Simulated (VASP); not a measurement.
Crystal: SiB5C.

```xyz
14
Lattice="4.3830 -3.0250 0.0000 4.3830 3.0250 0.0000 -2.2925 0.0000 4.8063" Properties=species:S:1:pos:R:3 pbc="T T T"
Si    2.1641    0.0000    2.8693
Si    4.3094    0.0000    1.9369
B    -0.8491    0.8893    4.7390
B    -0.8491   -0.8893    4.7390
B     0.9611    0.0000    1.4034
B     2.0523    1.5790    3.9123
B     2.0523   -1.5790    3.9123
B     7.3226    0.8894    0.0673
B     7.3226   -0.8894    0.0673
B     5.5125    0.0000    3.4028
B     4.4212    1.5790    0.8940
B     4.4212   -1.5790    0.8940
C    -1.4614    0.0000    3.3211
C     7.9349    0.0000    1.4851
```

* Program: VASP 6.6.1
* Task: relaxation of cell and atoms
* Functional: PBE
* Potentials or basis: VASP PAW PBE potentials, release 64 (Si, B, C)
* Cutoff: 600 eV
* k mesh: 4 × 4 × 4
* Occupations: gaussian, width 0.2 eV
* Spin: no spin polarisation

At the start: pressure -0.3 GPa; volume 9.10 Å³/atom.

Question: Where does the relaxation end?

Answer: Over 10 steps the energy falls by 101.0 meV/atom and the volume is 8.87 Å³/atom (-2.6 %); space group C2/m (No. 12, to 0.1 Å) before and after.

The path:
```
step  energy change (eV)  largest force (eV/Å)  pressure (GPa)  volume (Å³)
   1              0.0000                2.4343           -0.27       127.45
   2             -0.7103                2.1652           -0.48       127.02
   3             -1.0040                0.9911           -1.66       127.20
   4             -1.2458                1.0551           -1.25       125.55
   5             -1.2602                1.0420           -0.95       125.03
   6             -1.3872                0.4137            1.05       123.31
   7             -1.3884                0.3897            0.84       123.46
   8             -1.4097                0.1861           -0.07       124.08
   9             -1.4098                0.1890           -0.15       124.14
  10             -1.4145                0.0765           -0.28       124.14
```

Final structure:
```xyz
14
Lattice="4.3269 -3.0963 0.1593 4.3269 3.0963 0.1593 -2.0884 0.0000 4.5562" Properties=species:S:1:pos:R:3 pbc="T T T"
Si    2.2285    0.0000    2.8671
Si    4.3368    0.0000    2.0077
B    -0.5839    0.9546    4.5426
B    -0.5839   -0.9546    4.5426
B     0.9595    0.0000    1.3662
B     2.2277    1.7040    3.8424
B     2.2277   -1.7040    3.8424
B     7.1493    0.9546    0.3322
B     7.1493   -0.9546    0.3322
B     5.6059    0.0000    3.5085
B     4.3376    1.7040    1.0324
B     4.3376   -1.7040    1.0324
C    -1.3201    0.0000    3.0454
C     7.8854    0.0000    1.8294
```

Caveat: the relaxation stopped at a loose force limit of 0.08 eV/Å, so its end isn't a converged minimum.
